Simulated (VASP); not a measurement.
Input of a VASP 6.6.1 run:

File INCAR:

```
ALGO = Normal ; EDIFF = 1E-6
EDIFFG = -0.04 ; ENCUT = 600
GGA = PE ; IBRION = 2
ISIF = 3 ; ISMEAR = 0
LASPH = True ; LCHARG = False
LREAL = False ; LWAVE = False
NELM = 80 ; NSW = 90
PREC = Accurate ; SIGMA = 0.1
```

Contents of KPOINTS:

```
k-points
0
Gamma
  6 8 4
```

The input POSCAR:

```
C
1.0
    2.5475143299      0.0000000000      0.0000000000
    0.0000000000      2.4170747947      0.0000000000
   -0.0690846944      0.0000000000      6.2333880218
C
6
Direct
    0.4998013723      0.2500000000      0.5805055249
    0.9986487885      0.7500000000      0.0567157329
    0.5001986277      0.7500000000      0.4194944751
    0.0013512115      0.2500000000      0.9432842671
    0.9957318310      0.7500000000      0.2910028876
    0.0042681690      0.2500000000      0.7089971124
```

Potentials or basis: VASP PAW PBE potentials, release 64 (C).

The run is started by

```console
$ cat potpaw_PBE.64/C/POTCAR > POTCAR
$ mpirun -np 1 vasp_std > vasp.out
```

What does it give for the relaxed cell?

a = 2.577 Å, b = 2.427 Å, c = 6.265 Å, α = 90.00°, β = 90.29°, γ = 90.00°.

What does it give for the relaxed volume?

6.53 Å³/atom.

Final structure:
```xyz
6
Lattice="2.5766 0.0000 0.0077 0.0000 2.4268 0.0000 -0.0509 0.0000 6.2646" Properties=species:S:1:pos:R:3 pbc="T T T"
C     1.2628    0.6067    3.6282
C     2.5692    1.8201    0.3667
C     1.2630    1.8201    2.6442
C    -0.0435    0.6067    5.9057
C     2.5536    1.8201    1.8407
C    -0.0278    0.6067    4.4316
```

Caveat: the k points lie up to 0.41 Å⁻¹ apart in the final cell, too coarse for converged energies and pressures of a metal.
